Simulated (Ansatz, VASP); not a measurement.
**Two plane-wave programs on BeCdTe4**

```xyz
6
Lattice="0.0000 4.5110 4.5110 4.5110 0.0000 4.5110 4.5110 4.5110 0.0000" Properties=species:S:1:pos:R:3 pbc="T T T"
Be    0.0000    0.0000    0.0000
Cd    6.7664    6.7664    6.7664
Te    3.3835    5.6384    5.6384
Te    3.3835    3.3835    3.3835
Te    5.6384    3.3835    5.6384
Te    5.6384    5.6384    3.3835
```

Change from the starting cell: species swapped into the ZrTaCo4 type (F-43m, No. 216).

Alike in both runs: functional PBE; k mesh 8 × 8 × 8; occupations gaussian, width 0.1 eV; no spin polarisation.

Ansatz relaxed the structure, and its values are those at the end. VASP's run is a single point on that final structure, the one shown.

```csv
,VASP,Ansatz
version,VASP 6.6.1,Ansatz 0.2.0
potentials or method,"VASP PAW PBE potentials, release 64 (Be, Cd, Te), cutoff 520 eV","scalar-relativistic, plane waves, PAW"
valence electrons in the cell,38,86
```

```tsv
	VASP	Ansatz	Ansatz less VASP
gap on the k mesh at the Fermi level (eV)	none	none	-
pressure (GPa)	0.0	0.0	+0.03
```

A gap of «none» marks a metal or a gap that the smearing closes. With one functional, cell and mesh, what is left measures potentials, basis and numerics. VASP's potentials hold 38 valence electrons a cell and Ansatz's 86, so a difference there can come from the potentials and not from the codes.

Spin-orbit coupling is off throughout.
